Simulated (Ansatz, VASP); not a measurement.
Y2C in VASP and in Ansatz

```xyz
3
Lattice="1.8480 1.0669 6.1054 -1.8480 1.0669 6.1054 0.0000 -2.1338 6.1054" Properties=species:S:1:pos:R:3 pbc="T T T"
Y     0.0000    0.0000    4.7243
Y     0.0000    0.0000   13.5920
C     0.0000    0.0000    0.0000
```

Change from the starting cell: volume scaled by 1.06, crystal datasets.

Alike in both runs: task electric field gradients; functional PBEsol; k mesh 11 × 11 × 11; occupations fermi-dirac, width 0.05 eV; no spin polarisation.

```csv
,VASP,Ansatz
version,VASP 6.6.1,Ansatz 0.2.0
potentials or method,"VASP PAW PBE potentials, release 64 (Y_sv, C), cutoff 520 eV","all-electron PAW with datasets made for the crystal, scalar-relativistic"
```

```csv
,VASP,Ansatz,Ansatz less VASP
pressure (GPa),-6.9,-6.9,+0.05
"traceless stress, the component that is largest in VASP (GPa)",1.12,1.11,-0.001
rms of the force components (eV/Å),0.436,0.435,-0.0005
size of Vzz on the site where it differs most (V/Å²),10.7,11.2,+0.51
```

VASP's potentials were made for PBE, not for PBEsol. Atom by atom the forces differ by 0.000 eV/Å (rms over components). Ansatz ran all-electron here, and VASP with PAW potentials.
